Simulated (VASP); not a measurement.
The system is SiO2.

```xyz
18
Lattice="-4.4696 4.4696 4.4696 4.4696 -4.4696 4.4696 4.4696 4.4696 -4.4696" Properties=species:S:1:pos:R:3 pbc="T T T"
Si    2.2348    4.4696    0.0000
Si    2.2348    0.0000    4.4696
Si    4.4696    0.0000    2.2348
Si    0.0000    4.4696    2.2348
Si    4.4696    2.2348    0.0000
Si    0.0000    2.2348    4.4696
O     1.3183    4.4696   -1.3183
O     1.3183    1.3183    4.4696
O     1.3183   -1.3183    4.4696
O     3.1513    0.0000    3.1513
O     1.3183    4.4696    1.3183
O     4.4696    1.3183   -1.3183
O     0.0000    3.1513    3.1513
O    -1.3183    1.3183    4.4696
O     4.4696   -1.3183    1.3183
O     4.4696    1.3183    1.3183
O     3.1513    3.1513    0.0000
O    -1.3183    4.4696    1.3183
```

Base run:

| Quantity | Value |
| --- | --- |
| Program | VASP 6.6.1 |
| Functional | r2SCAN |
| Potentials or basis | VASP PAW PBE potentials, release 64 (Si, O) |
| Cutoff | 520 eV |
| k mesh | 4 × 4 × 4 |
| Occupations | fermi-dirac, width 0.02 eV |
| Spin | no spin polarisation |

Its results: band gap on the k mesh 6.24 eV; pressure 0.2 GPa; largest force 0.017 eV/Å.

The run is repeated on the same cell with these changes: functional from r2SCAN to PBE. What comes out?

Band gap on the k mesh 5.51 eV; pressure 3.2 GPa; largest force 0.214 eV/Å.

Caveats: the PAW data sets were made with another functional, which shifts forces and pressure a little (at least some runs); the cell stands under pressure (at least some runs).

A k mesh can miss the band edges.
